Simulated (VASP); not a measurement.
Crystal: ErB.

```xyz
2
Lattice="3.2534 0.0000 0.0000 0.0000 3.2534 0.0000 0.0000 0.0000 3.2534" Properties=species:S:1:pos:R:3 pbc="T T T"
Er    1.6267    1.6267    1.6267
B     0.0000    0.0000    0.0000
```

The cell was built from a structure type or drawn by symmetry, and may not be a known phase.

```yaml
Program: VASP 6.6.1
Task: relaxation of cell and atoms
Functional: PBE
Potentials_or_basis: VASP PAW PBE potentials, release 64 (Er, B)
Cutoff: 600 eV
k_mesh: 6 × 6 × 6
Occupations: gaussian, width 0.1 eV
Spin: no spin polarisation
```

At the start: pressure -6.8 GPa; volume 17.22 Å³/atom.

Task: How do energy, volume and symmetry change on relaxing?

Result: Over 3 steps the energy falls by 37.7 meV/atom and the volume is 15.61 Å³/atom (-9.3 %); space group Pm-3m (No. 221, to 0.1 Å) before and after.

Step by step:
| step | energy change (eV) | largest force (eV/Å) | pressure (GPa) | volume (Å³) |
| --- | --- | --- | --- | --- |
| 1 | 0.0000 | 0.0000 | -6.76 | 34.43 |
| 2 | -0.0750 | 0.0000 | 0.89 | 30.94 |
| 3 | -0.0753 | 0.0000 | -0.02 | 31.23 |

Final structure:
```
Er B
1.0
     3.14910    0.00000    0.00000
     0.00000    3.14910    0.00000
     0.00000    0.00000    3.14910
Er B
1 1
Direct
  0.50000 0.50000 0.50000
  0.00000 0.00000 0.00000
```

Caveat: semilocal functionals describe open f shells poorly, which spoils levels, moments and volumes.
